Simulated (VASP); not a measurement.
Write the native input for VASP 6.6.1 that does the following.

* Task: single point
* Functional: PBE
* Potentials or basis: VASP PAW PBE potentials, release 64 (Ga_d, P)
* Cutoff: 520 eV
* k mesh: 10 × 10 × 10
* Occupations: gaussian, width 0.05 eV
* Spin: no spin polarisation
* Dipole correction: no
* Further INCAR settings: ALGO = Normal; EDIFF = 1e-07; NBANDS = 16

The structure of GaP lies in POSCAR:

```
GaP
1.0
    0.0000000000      2.7893089519      2.7893089519
    2.7893089519      0.0000000000      2.7893089519
    2.7893089519      2.7893089519      0.0000000000
Ga P
1 1
Direct
    0.0000000000      0.0000000000      0.0000000000
    0.7500000000      0.7500000000      0.7500000000
```

This cell differs from its parent crystal: volume scaled by 1.040.

These files were run (other wordings do the same):

INCAR

```
PREC = Accurate
ENCUT = 520
EDIFF = 1E-7
ISMEAR = 0
SIGMA = 0.05
LREAL = F
LASPH = T
NELM = 100
ALGO = Normal
ISIF = 2
LWAVE = F
LCHARG = F
GGA = PE
NBANDS = 16
```

KPOINTS

```
Automatic mesh
0
Gamma
  10 10 10
```

Potentials or basis: VASP PAW PBE potentials, release 64 (Ga_d, P).

The run is started by

```console
$ cat potpaw_PBE.64/Ga_d/POTCAR potpaw_PBE.64/P/POTCAR > POTCAR
$ mpirun -np 1 vasp_std > vasp.out
```

Results of the run:

```
Pressure               : -2.7 GPa
Band gap on the k mesh : 1.26 eV, direct
```

Wall time 54 s on 1 thread of AMD EPYC 7R13, with other jobs on the host, peak memory 0.15 GiB.
